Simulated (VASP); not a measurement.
# Pt (Fd-3m) in VASP: notebook, part 2 of 2

VASP 6.6.1. The steps go on from the part before.

### Step 3. Density of states, LDA (volume scaled by 0.85)

Contents of POSCAR:

```
Pt
1.0
    0.0000000000      2.6754721398      2.6754721398
    2.6754721398      0.0000000000      2.6754721398
    2.6754721398      2.6754721398      0.0000000000
Pt
2
Direct
   -0.1250000000     -0.1250000000     -0.1250000000
    0.1250000000      0.1250000000      0.1250000000
```

Contents of INCAR.step1:

```
PREC = Accurate
ENCUT = 520
EDIFF = 1E-7
ISMEAR = -1
SIGMA = 0.1
LREAL = False
LASPH = True
NELM = 80
ALGO = Normal
ISIF = 2
LWAVE = False
LCHARG = True
LMAXMIX = 4
GGA = CA
NBANDS = 17
```

Contents of KPOINTS.step1:

```
Automatic mesh
0
Gamma
  12 12 12
```

Contents of INCAR.step2:

```
PREC = Accurate
ENCUT = 520
EDIFF = 1E-7
ISMEAR = -5
SIGMA = 0.1
LREAL = False
LASPH = True
NELM = 80
ALGO = Normal
ISIF = 2
LWAVE = False
LCHARG = False
LMAXMIX = 4
GGA = CA
LORBIT = 11
NEDOS = 1001
ICHARG = 11
```

Contents of KPOINTS.step2:

```
Automatic mesh
0
Gamma
  18 18 18
```

Potentials or basis: VASP PAW LDA potentials, release 64 (Pt).

On the command line:

```bash
$ cat potpaw_LDA.64/Pt/POTCAR > POTCAR
$ cp INCAR.step1 INCAR
$ cp KPOINTS.step1 KPOINTS
$ mpirun -np 1 vasp_std > vasp.out
$ cp INCAR.step2 INCAR
$ cp KPOINTS.step2 KPOINTS
$ mpirun -np 1 vasp_std > vasp.out
```

OUTCAR:

```text
PREC = Accurate
   ENCUT = 520
   EDIFF = 1E-7
   ISMEAR = -5
   LREAL = False
   LASPH = True
   NELM = 80
   ISIF = 2
   GGA = CA
   LORBIT = 11
   ICHARG = 11

 ion  position               nearest neighbor table
   1  0.875  0.875  0.875-   2 2.32   2 2.32   2 2.32   2 2.32
   2  0.125  0.125  0.125-   1 2.32   1 2.32   1 2.32   1 2.32

  LATTYP: Found a face centered cubic cell.
 ALAT       =     5.3509442796

  Lattice vectors:

 A1 = (   0.0000000000,   2.6754721398,   2.6754721398)
 A2 = (   2.6754721398,   0.0000000000,   2.6754721398)
 A3 = (   2.6754721398,   2.6754721398,   0.0000000000)

Analysis of symmetry for initial positions (statically):
=====================================================================
 Subroutine PRICEL returns:
 Original cell was already a primitive cell.

 Routine SETGRP: Setting up the symmetry group for a
 face centered cubic supercell.

 Subroutine GETGRP returns: Found 48 space group operations
 (whereof 12 operations were pure point group operations)
 out of a pool of 48 trial point group operations.

The static configuration has the point symmetry D_3d.
 The point group associated with its full space group is O_h .

Analysis of symmetry for dynamics (positions and initial velocities):
=====================================================================
 Subroutine PRICEL returns:
 Original cell was already a primitive cell.

 Routine SETGRP: Setting up the symmetry group for a
 face centered cubic supercell.

 Subroutine GETGRP returns: Found 48 space group operations
 (whereof 12 operations were pure point group operations)
 out of a pool of 48 trial point group operations.

The dynamic configuration has the point symmetry D_3d.
 The point group associated with its full space group is O_h .

 Subroutine INISYM returns: Found 48 space group operations
 (whereof 12 operations are pure point group operations),
 and found     1 'primitive' translations

----------------------------------------------------------------------------------------

                                     Primitive cell

  volume of cell :      38.3029

  direct lattice vectors                    reciprocal lattice vectors
     0.000000000  2.675472140  2.675472140    -0.186882903  0.186882903  0.186882903
     2.675472140  0.000000000  2.675472140     0.186882903 -0.186882903  0.186882903
     2.675472140  2.675472140  0.000000000     0.186882903  0.186882903 -0.186882903

  length of vectors
     3.783688986  3.783688986  3.783688986     0.323690683  0.323690683  0.323690683

  position of ions in fractional coordinates (direct lattice)
     0.875000000  0.875000000  0.875000000
     0.125000000  0.125000000  0.125000000

  ion indices of the primitive-cell ions
   primitive index   ion index
                 1           1
                 2           2

----------------------------------------------------------------------------------------

 KPOINTS: Automatic mesh

Automatic generation of k-mesh.
 Grid dimensions read from file:
 generate k-points for:   18   18   18

 Generating k-lattice:

[... 46 lines left out ...]
   number of dos      NEDOS =   1001   number of ions     NIONS =      2
   total plane-waves  NPLWV =  21952
   dimension x,y,z NGX =    28 NGY =   28 NGZ =   28
   dimension x,y,z NGXF=    56 NGYF=   56 NGZF=   56
   ions per type =               2
   NGX,Y,Z   is equivalent  to a cutoff of  12.30, 12.30, 12.30 a.u.
   NGXF,Y,Z  is equivalent  to a cutoff of  24.61, 24.61, 24.61 a.u.
 SYSTEM =  unknown system
   PREC   = accura    normal or accurate (medium, high low for compatibility)
   ISTART =      0    job   : 0-new  1-cont  2-samecut
   ICHARG =     11    charge: 1-file 2-atom 10-const
   ISPIN  =      1    spin polarized calculation?
   LNONCOLLINEAR =      F non collinear calculations
   LSORBIT =      F    spin-orbit coupling
   LASPH  =      T    aspherical Exc in radial PAW
   ENCUT  =  520.0 eV  38.22 Ry    6.18 a.u.   7.04  7.04  7.04*2*pi/ulx,y,z
   NELM   =     80;   NELMIN=  2; NELMDL=  0     # of ELM steps
   EDIFF  = 0.1E-06   stopping-criterion for ELM
   LREAL  =      F    real-space projection
   EDIFFG = 0.1E-05   stopping-criterion for IOM
   NSW    =      0    number of steps for IOM
   IBRION =     -1    ionic relax: 0-MD 1-quasi-New 2-CG
   NFREE  =      0    steps in history (QN), initial steepest desc. (CG)
   ISIF   =      2    stress and relaxation
   ISYM   =      2    0-nonsym 1-usesym 2-fastsym
   POTIM  = 0.5000    time-step for ionic-motion
   TEBEG  =    0.0;   TEEND  =   0.0 temperature during run
   PSTRESS=    0.0 pullay stress
   NELECT =      20.0000    total number of electrons
   NUPDOWN=      -1.0000    fix difference up-down
   EMIN   =  10.00;   EMAX   =-10.00  energy-range for DOS
   EFERMI =   0.00;   METHOD = LEGACY
   ISMEAR =    -5;   SIGMA  =   0.10  broadening in eV -4-tet -1-fermi 0-gaus
   EFERMI_NEDOS =   21; number of points for ismear=-14 and -15
   IALGO  =     38    algorithm
   IMIX   =      4    mixing-type and parameters
     AMIX     =   0.40;   BMIX     =  1.00
     AMIX_MAG =   1.60;   BMIX_MAG =  1.00
  volume/ion in A,a.u.               =      19.15       129.24
  Fermi-wavevector in a.u.,A,eV,Ry     =   1.318280  2.491188 23.645058  1.737863
  Thomas-Fermi vector in A             =   2.448261
   LORBIT       =     11    0 simple, 1 ext, 2 COOP (PROOUT), +10 PAW based schemes
   GGA     = CA    functional components
   LHFCALC =     F    Hartree Fock is set to
   AEXX    =    0.0000 exact exchange contribution
   IVDW    =     0    specifies the selected vdW correction
   LEPSILON=     F    determine dielectric tensor
   LRPA    =     F    only Hartree local field effects (RPA)
 non-spin polarized calculation
 Fermi weights with tetrahedron method with Bloechl corrections
  energy-cutoff  :      520.00
  volume of cell :       38.30
 maximum number of plane-waves:      1056

 number of electron      19.9999998 magnetization

 Free energy of the ion-electron system (eV)
  ---------------------------------------------------
  ext. energy  EPLUGINS =         0.00000000
  ---------------------------------------------------
  free energy    TOTEN  =       -11.74800154 eV

  energy without entropy =      -11.74800154  energy(sigma->0) =      -11.74800154

 E-fermi :   8.1119     XC(G=0): -11.9551

 val. band max:        8.1262312218   @ k =  -0.3889   0.3333   0.0000
 cond. band min:       8.0735465419   @ k =   0.1667   0.0000   0.0000
 fundamental gap:     -0.0526846799
 Fermi energy:         8.1119498333

 k-point     1 :       0.0000    0.0000    0.0000
  band No.  band energies     occupation
      1      -0.8115      2.00000
      2       1.8520      2.00000
      3       1.8520      2.00000
      4       2.2836      2.00000
      5       2.2836      2.00000
      6       2.2836      2.00000
      7       5.4746      2.00000
      8       5.4746      2.00000
      9       5.4746      2.00000
     10       8.1117      2.00000
     11       8.1117      0.71382
     12      19.2598      0.00000
     13      19.4292      0.00000
     14      20.9487      0.00000
[... 377 lines left out ...]
      1       0.2156      2.00000
      2       1.4713      2.00000
      3       1.7559      2.00000
      4       2.1646      2.00000
      5       2.6069      2.00000
      6       2.9342      2.00000
      7       4.8749      2.00000
      8       5.3016      2.00000
      9       5.7668      2.00000
     10       7.7861      2.00000
     11       8.1838      0.05487
     12      14.2209      0.00000
     13      17.6196      0.00000
     14      18.5988      0.00000

 [... further k-points ...]
[... 5 lines left out ...]
  --------------------------------------------------------------------------------------
  -------------------------------------------------------------------------------------
  Total        8.2141287      8.2141287      8.2141287     -0.0000000     -0.0000000      0.0000000
  in kB      343.5902161    343.5902161    343.5902161     -0.0000000     -0.0000000      0.0000000
  external PRESSURE =     343.5902161 kB  Pullay stress =       0.0000000 kB

 VOLUME and BASIS-vectors are now :
 -----------------------------------------------------------------------------
  energy-cutoff  :      520.00
  volume of cell :       38.30
      direct lattice vectors                 reciprocal lattice vectors
     0.000000000  2.675472140  2.675472140    -0.186882903  0.186882903  0.186882903
     2.675472140  0.000000000  2.675472140     0.186882903 -0.186882903  0.186882903
     2.675472140  2.675472140  0.000000000     0.186882903  0.186882903 -0.186882903

 POSITION                                       TOTAL-FORCE (eV/Angst)
 -----------------------------------------------------------------------------------
      4.68208      4.68208      4.68208        -0.000000      0.000000      0.000000
      0.66887      0.66887      0.66887         0.000000     -0.000000     -0.000000
 -----------------------------------------------------------------------------------
    total drift:                                0.000000     -0.000000     -0.000000

  FREE ENERGIE OF THE ION-ELECTRON SYSTEM (eV)
  ---------------------------------------------------
  free  energy   TOTEN  =       -11.7480015373 eV

  energy  without entropy=      -11.7480015373  energy(sigma->0) =      -11.74800154

 total charge

# of ion       s       p       d       tot
------------------------------------------
    1        0.857   0.715   8.142   9.715
    2        0.857   0.715   8.142   9.715
--------------------------------------------------
tot          1.715   1.430  16.284  19.429
```

It took 44 s on 1 thread of AMD EPYC 9R45 (Zen 5), shared host; peak memory 0.18 GiB.

Results:

```yaml
Valence_electrons_inside_the_program's_atomic_spheres: Pt 9.71
```

Caveat: the cell differs from its parent crystal (volume scaled by 0.85); spin-orbit coupling is left out, which moves the levels of the heavy elements; tetrahedron occupations give inexact forces and stress in metals.

### Step 4. Density of states, LDA

This run uses another cell than the first one, of 22.53 Å³/atom, 1.176 times its volume.

Contents of POSCAR:

```
Pt
1.0
    0.0000000000      2.8244081610      2.8244081610
    2.8244081610      0.0000000000      2.8244081610
    2.8244081610      2.8244081610      0.0000000000
Pt
2
Direct
   -0.1250000000     -0.1250000000     -0.1250000000
    0.1250000000      0.1250000000      0.1250000000
```

Contents of INCAR.step1:

```
ALGO     = Normal         # electronic algorithm
EDIFF    = 1E-6           # SCF threshold, eV
ENCUT    = 520            # plane-wave cutoff, eV
ISIF     = 2              # what is computed and relaxed
ISMEAR   = -1             # smearing method
LASPH    = T              # aspherical terms in the spheres
LCHARG   = T              # write CHGCAR
LMAXMIX  = 4              # l up to which the mixer works
LREAL    = F              # projectors in reciprocal space
LWAVE    = F              # write WAVECAR
NBANDS   = 17             # bands
NELM     = 80             # most SCF steps
PREC     = Accurate       # precision mode
SIGMA    = 0.1            # smearing width, eV
```

Contents of KPOINTS.step1:

```
k-points
0
Gamma
  12 12 12
```

Contents of INCAR.step2:

```
ALGO     = Normal         # electronic algorithm
EDIFF    = 1E-6           # SCF threshold, eV
ENCUT    = 520            # plane-wave cutoff, eV
ICHARG   = 11             # starting density
ISIF     = 2              # what is computed and relaxed
ISMEAR   = -5             # smearing method
LASPH    = T              # aspherical terms in the spheres
LCHARG   = F              # write CHGCAR
LMAXMIX  = 4              # l up to which the mixer works
LORBIT   = 11             # projections on sites
LREAL    = F              # projectors in reciprocal space
LWAVE    = F              # write WAVECAR
NBANDS   = 17             # bands
NEDOS    = 1001           # points of the DOS
NELM     = 80             # most SCF steps
PREC     = Accurate       # precision mode
SIGMA    = 0.1            # smearing width, eV
```

Contents of KPOINTS.step2:

```
k-points
0
Gamma
  18 18 18
```

On the command line:

```bash
$ cat potpaw_LDA.64/Pt/POTCAR > POTCAR
$ cp INCAR.step1 INCAR
$ cp KPOINTS.step1 KPOINTS
$ mpirun -np 1 vasp_std > vasp.out
$ cp INCAR.step2 INCAR
$ cp KPOINTS.step2 KPOINTS
$ mpirun -np 1 vasp_std > vasp.out
```

It took 55 s on 1 thread of AMD EPYC 9R45 (Zen 5), shared host; peak memory 0.21 GiB.

The run converged. Its results:

* Valence electrons inside the program's atomic spheres: Pt 9.30

Levels at points of the mesh, in eV from the Fermi level:
```
           k point  band 8  band 9  band 10  band 11  band 12  band 13
(0.00, 0.00, 0.00)   -2.06   -2.06    -0.06    -0.06    10.69    10.70
(0.50, 0.00, 0.00)   -1.49   -1.49    -0.46    -0.46     0.76     8.21
(0.50, 0.50, 0.00)   -2.71   -0.18    -0.18     1.32     1.32     3.82
```

Caveat: spin-orbit coupling is left out, which moves the levels of the heavy elements; tetrahedron occupations give inexact forces and stress in metals.
